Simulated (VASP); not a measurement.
Write the native input for VASP 6.6.1 that does the following.

```
Task                   : single point
Functional             : PBEsol
Potentials or basis    : VASP PAW PBE potentials, release 64 (Ta_pv, N)
Cutoff                 : 520 eV
k mesh                 : 10 × 10 × 10
Occupations            : fermi-dirac, width 0.05 eV
Spin                   : no spin polarisation
Dipole correction      : no
Further INCAR settings : ALGO = Normal; EDIFF = 1e-06; NBANDS = 15
```

The structure of TaN lies in POSCAR:

```
TaN
1.0
    0.0000000000      2.2404226923      2.2404226923
    2.2404226923      0.0000000000      2.2404226923
    2.2404226923      2.2404226923      0.0000000000
Ta N
1 1
Direct
    0.5000000000      0.5000000000      0.5000000000
    0.0000000000      0.0000000000      0.0000000000
```

This cell differs from its parent crystal: volume scaled by 1.04.

These files were run (other wordings do the same):

INCAR

```
SYSTEM = TaN
ALGO = Normal ; EDIFF = 1E-6
ENCUT = 520 ; GGA = PS
ISIF = 2 ; ISMEAR = -1
LASPH = .TRUE. ; LCHARG = .FALSE.
LREAL = .FALSE. ; LWAVE = .FALSE.
NBANDS = 15 ; NELM = 60
PREC = Accurate ; SIGMA = 0.05
```

KPOINTS

```
k-points
0
G
  10 10 10
  0 0 0
```

Potentials or basis: VASP PAW PBE potentials, release 64 (Ta_pv, N).

Run with:

```console
$ cat potpaw_PBE.64/Ta_pv/POTCAR potpaw_PBE.64/N/POTCAR > POTCAR
$ mpirun -np 1 vasp_std > vasp.out
```

Results of the run:

```json
{"Pressure": "-21.1 GPa", "Band gap on the k mesh": "zero (band 8 reaches 10.48 eV, above the bottom of band 9 at 6.77 eV)"}
```

Caveat: the PAW data sets were made with another functional, which shifts forces and pressure a little; spin-orbit coupling is left out, which moves the levels of the heavy elements.

Run time: 4.8 s on 1 thread of Intel(R) Xeon(R) 6975P-C (Granite Rapids), on a shared host, peak memory 0.14 GiB.
